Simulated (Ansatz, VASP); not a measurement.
KVF3: VASP beside Ansatz

INCAR

```
SYSTEM = KVF3
ALGO = Normal
EDIFF = 1E-7
ENCUT = 520
GGA = CA
ISIF = 2
ISMEAR = 0
ISPIN = 2
LASPH = .True.
LCHARG = .False.
LDAU = .True.
LDAUJ = 0 0 0
LDAUL = -1 2 -1
LDAUPRINT = 1
LDAUTYPE = 2
LDAUU = 0 3 0
LMAXMIX = 4
LORBIT = 11
LREAL = .False.
LWAVE = .False.
MAGMOM = 0 2.22 0.03 0.03 0.03
NBANDS = 34
NELM = 150
PREC = Accurate
SIGMA = 0.05
```

KPOINTS

```
k-points
0
Gamma
  5 5 5
  0 0 0
```

Contents of POSCAR:

```
KVF3
1.0
    4.1310003900      0.0000000000      0.0000000000
    0.0000000000      4.1310003900      0.0000000000
    0.0000000000      0.0000000000      4.1310003900
K V F
1 1 3
Direct
    0.0000000000      0.0000000000      0.0000000000
    0.5000000000      0.5000000000      0.5000000000
    0.5000000000      0.5000000000      0.0000000000
    0.0000000000      0.5000000000      0.5000000000
    0.5000000000      0.0000000000      0.5000000000
```

Input for Ansatz:

```yaml
crystal:
  lattice:
    - [4.13100039, 0.0, 0.0]
    - [0.0, 4.13100039, 0.0]
    - [0.0, 0.0, 4.13100039]
  atoms:
    - { symbol: K, position: [0.0, 0.0, 0.0] }
    - { symbol: V, position: [0.5, 0.5, 0.5], spin: 1.5 }
    - { symbol: F, position: [0.5, 0.5, 0.0] }
    - { symbol: F, position: [0.0, 0.5, 0.5] }
    - { symbol: F, position: [0.5, 0.0, 0.5] }
basis:
  ecutwfc: 420
  ecutrho_ratio: 4
kpoints:
  mp_grid: { grid: [5, 5, 5] }
hamiltonian:
  xc: lda
  hubbard: { sites: [{ site: 1, l: d, u_eff: 3.0 }] }
scf:
  occupations: { method: gaussian, width: 0.05 }
  lower_state_search: "off"
  max_iter: 150
output:
  forces: true
  stress: true
  eigenvalues: true
  populations: true
  hubbard: { sites: [{ site: 1, l: d }] }
magnetization:
  spin_polarized: true
  initial_magnetization: 1.5
  spin_locking: { lock_magnetization: soft, n_iters: 12 }
```

Alike in both runs: task single point; functional LDA; k mesh 5 × 5 × 5; occupations gaussian, width 0.05 eV; collinear spin; Hubbard terms V d U = 3.0 eV.

|  | VASP | Ansatz |
| --- | --- | --- |
| version | VASP 6.6.1 | Ansatz 0.2.0 |
| potentials or method | VASP PAW LDA potentials, release 64 (K_sv, V_sv, F), cutoff 520 eV | scalar-relativistic, plane waves, PAW |
| valence electrons in the cell | 43 | 43 |

Ansatz gave:

| Property | Result |
| --- | --- |
| gap on the k mesh at the Fermi level (eV) | 1.90 |
| least direct gap on the mesh (eV) | 3.04 |
| pressure (GPa) | -4.1 |
| net moment per atom (μB) | 0.60 |
| size of the moment on the site where the two differ most (μB) | 2.22 |

Question: What did VASP give for the same quantities?

Answer: gap on the k mesh at the Fermi level (eV): 1.48; least direct gap on the mesh (eV): 2.62; pressure (GPa): -3.5; net moment per atom (μB): 0.60; size of the moment on the site where the two differ most (μB): 2.70.

LDA's correlation is that of Perdew and Zunger in VASP and of Perdew and Wang (1992) in Ansatz. Site moments also hang on the region over which each program counts them. The programs project onto different local orbitals, so the same U acts differently, and such runs can settle in different states. Ansatz's warnings: stress scf threshold loose.
